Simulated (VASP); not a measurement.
# SnO (P4/nmm) in VASP: further runs, part 2 of 2

VASP 6.6.1.

## 3. Single point, LDA

This run uses another cell than the first one, of 17.77 Å³/atom, 1.020 times its volume.

File INCAR:

```
PREC = Accurate
ENCUT = 520
EDIFF = 1E-6
ISMEAR = -1
SIGMA = 0.05
LREAL = False
LASPH = True
NELM = 60
ALGO = Normal
ISIF = 2
LWAVE = False
LCHARG = False
GGA = CA
NBANDS = 28
```

File KPOINTS:

```
regular mesh
0
Gamma
  7 7 6
```

File POSCAR:

```
SnO
1.0
    3.8136952200      0.0000000000      0.0000000000
    0.0000000000      3.8136952200      0.0000000000
    0.0000000000      0.0000000000      4.8869133000
Sn O
2 2
Direct
    0.5000000000      0.0000000000      0.7646261400
    0.0000000000      0.5000000000      0.2353738600
    0.0000000000      0.0000000000      0.0000000000
    0.5000000000      0.5000000000      0.0000000000
```

Potentials or basis: VASP PAW LDA potentials, release 64 (Sn_d, O).

Command:

```sh
$ cat potpaw_LDA.64/Sn_d/POTCAR potpaw_LDA.64/O/POTCAR > POTCAR
$ mpirun -np 1 vasp_std > vasp.out
```

OUTCAR:

```text
PREC = Accurate
   ENCUT = 520
   EDIFF = 1E-6
   ISMEAR = -1
   LREAL = False
   LASPH = True
   NELM = 60
   ISIF = 2
   GGA = CA

 ion  position               nearest neighbor table
   1  0.500  0.000  0.765-   3 2.23   4 2.23   4 2.23   3 2.23   2 3.54   2 3.54   2 3.54   2 3.54
                             2 3.74   2 3.74   2 3.74   2 3.74
   2  0.000  0.500  0.235-   3 2.23   4 2.23   3 2.23   4 2.23   1 3.54   1 3.54   1 3.54   1 3.54
                             1 3.74   1 3.74   1 3.74   1 3.74
   3  0.000  0.000  0.000-   1 2.23   2 2.23   2 2.23   1 2.23
   4  0.500  0.500  0.000-   1 2.23   2 2.23   1 2.23   2 2.23

  LATTYP: Found a simple tetragonal cell.
 ALAT       =     3.8136952200
 C/A-ratio  =     1.2814116016

  Lattice vectors:

 A1 = (   3.8136952200,   0.0000000000,   0.0000000000)
 A2 = (   0.0000000000,   3.8136952200,   0.0000000000)
 A3 = (   0.0000000000,   0.0000000000,   4.8869133000)

Analysis of symmetry for initial positions (statically):
=====================================================================
 Subroutine PRICEL returns:
 Original cell was already a primitive cell.

[... 174 lines left out ...]
 E-fermi :   6.8473     XC(G=0): -10.5847

 val. band max:        6.6177213897   @ k =   0.0000   0.0000   0.0000
 cond. band min:       7.0588699355   @ k =   0.4286   0.4286   0.0000
 fundamental gap:      0.4411485457
 Fermi energy:         6.8473365283

 k-point     1 :       0.0000    0.0000    0.0000
  band No.  band energies     occupation
      1     -15.1668      2.00000
      2     -14.7501      2.00000
      3     -14.7501      2.00000
      4     -14.7466      2.00000
      5     -14.6969      2.00000
      6     -14.6938      2.00000
[... 733 lines left out ...]
     27      15.4251      0.00000
     28      16.2676      0.00000

 [... further k-points ...]

------------------------ aborting loop because EDIFF is reached ----------------------------------------

  FORCE on cell =-STRESS in cart. coord.  units (eV):
  Direction    XX          YY          ZZ          XY          YZ          ZX
  --------------------------------------------------------------------------------------
  -------------------------------------------------------------------------------------
  Total       -1.4057305     -1.4057305     -1.1797424      0.0000000     -0.0000000      0.0000000
  in kB      -31.6873605    -31.6873605    -26.5932360      0.0000000     -0.0000000      0.0000000
  external PRESSURE =     -29.9893190 kB  Pullay stress =       0.0000000 kB

 VOLUME and BASIS-vectors are now :
 -----------------------------------------------------------------------------
  energy-cutoff  :      520.00
  volume of cell :       71.08
      direct lattice vectors                 reciprocal lattice vectors
     3.813695220  0.000000000  0.000000000     0.262212878  0.000000000  0.000000000
     0.000000000  3.813695220  0.000000000     0.000000000  0.262212878  0.000000000
     0.000000000  0.000000000  4.886913300     0.000000000  0.000000000  0.204628144

 POSITION                                       TOTAL-FORCE (eV/Angst)
 -----------------------------------------------------------------------------------
      1.90685      0.00000      3.73666         0.000000      0.000000      0.128928
      0.00000      1.90685      1.15025         0.000000     -0.000000     -0.128928
      0.00000      0.00000      0.00000         0.000000     -0.000000      0.000000
      1.90685      1.90685      0.00000         0.000000      0.000000      0.000000
 -----------------------------------------------------------------------------------
    total drift:                                0.000000      0.000000      0.000000

  FREE ENERGIE OF THE ION-ELECTRON SYSTEM (eV)
  ---------------------------------------------------
  free  energy   TOTEN  =       -25.6953829869 eV

  energy  without entropy=      -25.6951611952  energy(sigma->0) =      -25.69527209
```

OSZICAR:

```text
N       E                     dE             d eps       ncg     rms          rms(c)
DAV:   1     0.412509536003E+03    0.41251E+03   -0.19885E+04  2332   0.217E+03
DAV:   2     0.349895898229E+02   -0.37752E+03   -0.36269E+03  2320   0.541E+02
DAV:   3    -0.261151471778E+02   -0.61105E+02   -0.59699E+02  2516   0.182E+02
DAV:   4    -0.292456256437E+02   -0.31305E+01   -0.31139E+01  2588   0.436E+01
DAV:   5    -0.293224368662E+02   -0.76811E-01   -0.76802E-01  2476   0.740E+00    0.114E+01
DAV:   6    -0.258214227495E+02    0.35010E+01   -0.16535E+01  3608   0.455E+01    0.511E+00
DAV:   7    -0.257515162664E+02    0.69906E-01   -0.20532E+00  2688   0.869E+00    0.244E+00
DAV:   8    -0.257089262117E+02    0.42590E-01   -0.33568E-01  2676   0.372E+00    0.772E-01
DAV:   9    -0.256949664054E+02    0.13960E-01   -0.45283E-02  3484   0.219E+00    0.215E-01
DAV:  10    -0.256957393628E+02   -0.77296E-03   -0.65482E-03  3208   0.714E-01    0.136E-01
DAV:  11    -0.256953648271E+02    0.37454E-03   -0.16122E-03  3448   0.373E-01    0.177E-02
DAV:  12    -0.256953874419E+02   -0.22615E-04   -0.22292E-04  2316   0.829E-02    0.254E-02
DAV:  13    -0.256953833405E+02    0.41014E-05   -0.13577E-05  3084   0.306E-02    0.638E-03
DAV:  14    -0.256953829869E+02    0.35367E-06   -0.19853E-06  1516   0.996E-03
   1 F= -.25695383E+02 E0= -.25695272E+02  d E =-.221792E-03
```

stdout:

```text
POSCAR found type information on POSCAR SnO
 POSCAR found :  2 types and       4 ions
 scaLAPACK will be used
 LDA part: xc-table for (Slater(with rela. corr.)+CA(PZ))
 , standard interpolation
 POSCAR, INCAR and KPOINTS ok, starting setup
 FFT: planning ... GRIDC
 FFT: planning ... GRID_SOFT
 FFT: planning ... GRID
 WAVECAR not read
 entering main loop
```

It took 24 s on 1 thread of Intel Xeon 6975P-C (Granite Rapids), shared host; peak memory 0.19 GiB.

What came out:

```
Free energy            : -25.6954 eV
Pressure               : -3.0 GPa
Largest force          : 0.129 eV/Å
Band gap on the k mesh : 0.44 eV, indirect (least direct gap 1.96 eV)
```

Forces on the atoms (eV/Å):
```
Sn   0.000  0.000  0.129
Sn   0.000  0.000 -0.129
O    0.000  0.000  0.000
O    0.000  0.000  0.000
```

Caveat: spin-orbit coupling is left out, which moves the levels of the heavy elements. A k mesh can miss the band edges.
